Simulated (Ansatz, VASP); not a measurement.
One calculation of Cs2AgBiBr6, two programs

```
Cs Ag Bi Br
1.0
     0.00000    5.70340    5.70340
     5.70340    0.00000    5.70340
     5.70340    5.70340    0.00000
Cs Ag Bi Br
2 1 1 6
Direct
  0.25000 0.25000 0.25000
  0.75000 0.75000 0.75000
  0.50000 0.50000 0.50000
  0.00000 0.00000 0.00000
  0.25226 0.74774 0.25226
  0.25226 0.74774 0.74774
  0.74774 0.25226 0.74774
  0.74774 0.25226 0.25226
  0.25226 0.25226 0.74774
  0.74774 0.74774 0.25226
```

Alike in both runs: functional PBEsol; k mesh 4 × 4 × 4; occupations gaussian, width 0.02 eV; no spin polarisation.

Ansatz relaxed the structure, and its values are those at the end. VASP's run is a single point on that final structure, the one shown.

```csv
,VASP,Ansatz
version,VASP 6.6.1,Ansatz 0.2.0
potentials or method,"VASP PAW PBE potentials, release 64 (Cs_sv, Ag, Bi_d, Br), cutoff 520 eV","scalar-relativistic, plane waves, PAW"
valence electrons in the cell,86,94
```

```csv
,VASP,Ansatz,Ansatz less VASP
gap on the k mesh at the Fermi level (eV),1.20,1.20,-0.003
least direct gap on the mesh (eV),2.29,2.29,+0.001
pressure (GPa),-1.3,-1.3,0.00
```

VASP's potentials were made for PBE, not for PBEsol. The functional is the same, so the differences come from potentials, cutoffs and numerics. VASP's potentials hold 86 valence electrons a cell and Ansatz's 94, so a difference there can come from the potentials and not from the codes. Ansatz's warnings: stress scf threshold loose.

Spin-orbit coupling is off throughout.
